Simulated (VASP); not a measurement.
Runs of VASP 6.6.1 on Na. The structure is that of space group P6_3/mmc (No. 194), or close to it. The cells are those of the table. 

| task | cell | cutoff (eV) | smearing | gap on the mesh (eV) | pressure (GPa) | relaxed volume (Å³/atom) |
| --- | --- | --- | --- | --- | --- | --- |
| relaxation of cell and atoms | relaxed from a = 3.744, b = 3.744, c = 6.102 Å, angles 90.0, 90.0, 120.0°, 2 atoms | 600 | fermi-dirac 0.15 eV | none | 0.0 | (a) |
| single point | a = 3.751, b = 3.751, c = 6.116 Å, angles 90.0, 90.0, 120.0°, 2 atoms | 520 | fermi-dirac 0.15 eV | none | 0.0 | - |
| relaxation of cell and atoms | relaxed from a = 3.767, b = 3.767, c = 6.154 Å, angles 90.0, 90.0, 120.0°, 2 atoms | 600 | gaussian 0.1 eV | none | 0.0 | 37.02 |
| single point | a = 3.744, b = 3.744, c = 6.102 Å, angles 90.0, 90.0, 120.0°, 2 atoms | 520 | gaussian 0.1 eV | none | 0.0 | - |

Alike in all rows: level PBE; potentials or basis VASP PAW PBE potentials, release 64 (Na_pv); no spin polarisation; k mesh 15 × 15 × 8.

Question: Estimate the missing entries.

Answer: (a) 37.25.

A gap of «none» marks levels without a gap at the run's occupations.
